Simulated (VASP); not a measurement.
Set up this calculation in VASP 6.6.1, as the native input.

| Quantity | Value |
| --- | --- |
| Task | single point |
| Functional | PBEsol |
| Potentials or basis | VASP PAW PBE potentials, release 64 (Be, S) |
| Cutoff | 520 eV |
| k mesh | 6 × 6 × 6 |
| Occupations | fermi-dirac, width 0.03 eV |
| Spin | no spin polarisation |
| Dipole correction | no |
| Further INCAR settings | ALGO = Normal; EDIFF = 1e-07; NBANDS = 16 |

The structure of BeS lies in POSCAR:

```
BeS
1.0
    1.5748152570     -6.2525085178      0.0000000000
    1.5748152570      6.2525085178      0.0000000000
    0.0000000000      0.0000000000      3.1512085569
Be S
2 2
Direct
    0.3139951022      0.6860048978      0.7500000000
    0.6860048978      0.3139951022      0.2500000000
    0.8536485259      0.1463514741      0.2500000000
    0.1463514741      0.8536485259      0.7500000000
```

The input as run:

INCAR

```
PREC = Accurate
ENCUT = 520
EDIFF = 1E-7
ISMEAR = -1
SIGMA = 0.03
LREAL = False
LASPH = True
NELM = 100
ALGO = Normal
ISIF = 2
LWAVE = False
LCHARG = True
GGA = PS
LELF = True
LVHAR = True
NBANDS = 16
```

KPOINTS

```
Automatic mesh
0
Gamma
  6 6 6
```

Potentials or basis: VASP PAW PBE potentials, release 64 (Be, S).

Run with:

```sh
$ cat potpaw_PBE.64/Be/POTCAR potpaw_PBE.64/S/POTCAR > POTCAR
$ mpirun -np 1 vasp_std > vasp.out
```

Results of the run:

| Property | Result |
| --- | --- |
| Pressure | 0.1 GPa |
| Largest force | 0.027 eV/Å |
| Band gap on the k mesh | 1.09 eV (least direct gap 3.19 eV) |

Caveat: the PAW data sets were made with another functional, which shifts forces and pressure a little.

Run time: 2.2 min on 1 thread of Intel Xeon 8259CL, with other jobs on the host, peak memory 0.24 GiB.
